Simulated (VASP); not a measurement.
Runs of VASP 6.6.1 on W. The structure is that of space group P6_3/mmc (No. 194), or close to it. The cells are those of the table. This isn't the form of W at room conditions, which is bcc.

```tsv
task	cell	cutoff (eV)	gap on the mesh (eV)	pressure (GPa)
single point	a = 2.555, b = 2.555, c = 4.107 Å, angles 90.0, 90.0, 120.0°, 2 atoms	520	none	(a)
relaxation of cell and atoms	relaxed to 190 GPa from a = 2.554, b = 2.554, c = 4.138 Å, angles 90.0, 90.0, 120.0°, 2 atoms	600	none	190.0
single point	a = 2.553, b = 2.553, c = 4.105 Å, angles 90.0, 90.0, 120.0°, 2 atoms	520	none	196.2
relaxation of cell and atoms	relaxed to 190 GPa from a = 2.555, b = 2.555, c = 4.107 Å, angles 90.0, 90.0, 120.0°, 2 atoms	600	none	190.0
```

Alike in all rows: level PBE; potentials or basis VASP PAW PBE potentials, release 64 (W_sv); no spin polarisation; k mesh 17 × 17 × 9; smearing fermi-dirac 0.1 eV.

Question: Fill in the values left out.

Answer: (a) 195.1.

Caveats: spin-orbit coupling is left out, which moves the levels of the heavy elements; the cell stands under pressure (at least some runs); the cell is relaxed towards a set pressure, so the run minimises the enthalpy, not the energy (at least some runs).

A k mesh can miss the band edges, and the runs leave out spin-orbit coupling on W.

A gap of «none» marks levels without a gap at the run's occupations.
